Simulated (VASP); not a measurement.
Write the native input for VASP 6.6.1 that does the following.

* Task: single point
* Functional: PBE
* Potentials or basis: VASP PAW PBE potentials, release 64 (Ti_sv, N)
* Cutoff: 520 eV
* k mesh: 18 × 18 × 18
* Occupations: gaussian, width 0.1 eV
* Spin: no spin polarisation
* Dipole correction: no
* Further INCAR settings: ALGO = Normal; EDIFF = 1e-06; NBANDS = 16

The structure of TiN lies in POSCAR:

```
TiN
1.0
    0.0000000000      2.1919078370      2.1919078370
    2.1919078370      0.0000000000      2.1919078370
    2.1919078370      2.1919078370      0.0000000000
Ti N
1 1
Direct
    0.0000000000      0.0000000000      0.0000000000
    0.5000000000      0.5000000000      0.5000000000
```

This cell differs from its parent crystal: volume scaled by 1.10.

One way to write it, as run:

INCAR

```
PREC = Accurate
ENCUT = 520
EDIFF = 1E-6
ISMEAR = 0
SIGMA = 0.1
LREAL = False
LASPH = True
NELM = 80
ALGO = Normal
ISIF = 2
LWAVE = False
LCHARG = True
GGA = PE
LELF = True
LVHAR = True
NBANDS = 16
```

KPOINTS

```
Automatic mesh
0
Gamma
  18 18 18
```

Potentials or basis: VASP PAW PBE potentials, release 64 (Ti_sv, N).

Launch:

```bash
$ cat potpaw_PBE.64/Ti_sv/POTCAR potpaw_PBE.64/N/POTCAR > POTCAR
$ mpirun -np 1 vasp_std > vasp.out
```

It gave:

The pressure is -21.2 GPa.

Run time: 44 s on 1 thread of Intel(R) Xeon(R) 6975P-C (Granite Rapids), with other jobs on the host, peak memory 0.19 GiB.
